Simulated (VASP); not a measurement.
NiO:

```xyz
2
Lattice="0.0000 2.0859 2.0859 2.0859 0.0000 2.0859 2.0859 2.0859 0.0000" Properties=species:S:1:pos:R:3 pbc="T T T"
Ni    0.0000    0.0000    0.0000
O     2.0859    2.0859    2.0859
```

- Program: VASP 6.6.1
- Task: relaxation of cell and atoms
- Functional: PBEsol
- Potentials or basis: VASP PAW PBE potentials, release 64 (Ni, O)
- Cutoff: 600 eV
- k mesh: 11 × 11 × 11
- Occupations: fermi-dirac, width 0.05 eV
- Spin: collinear spin, ferromagnetic start
- Starting moments: [1.0, 0.0] μB

At the start: pressure -7.8 GPa; volume 9.08 Å³/atom.

Question: Where does the relaxation end?

Answer: Over 3 steps the energy falls by 9.3 meV/atom and the volume is 8.71 Å³/atom (-4.0 %); space group Fm-3m (No. 225, to 0.1 Å) before and after; moment 1.24 μB per cell.

The path:
```
step  energy change (eV)  largest force (eV/Å)  pressure (GPa)  volume (Å³)
   1              0.0000                0.0000           -7.82        18.15
   2             -0.0121                0.0000            5.21        17.01
   3             -0.0186                0.0000            0.08        17.42
```

Final structure:
```xyz
2
Lattice="0.0000 2.0575 2.0575 2.0575 0.0000 2.0575 2.0575 2.0575 0.0000" Properties=species:S:1:pos:R:3 pbc="T T T"
Ni    0.0000    0.0000    0.0000
O     2.0575    2.0575    2.0575
```

Caveat: the PAW data sets were made with another functional, which shifts forces and pressure a little; a cell with one magnetic atom can't hold antiferromagnetic order, which such compounds often take.
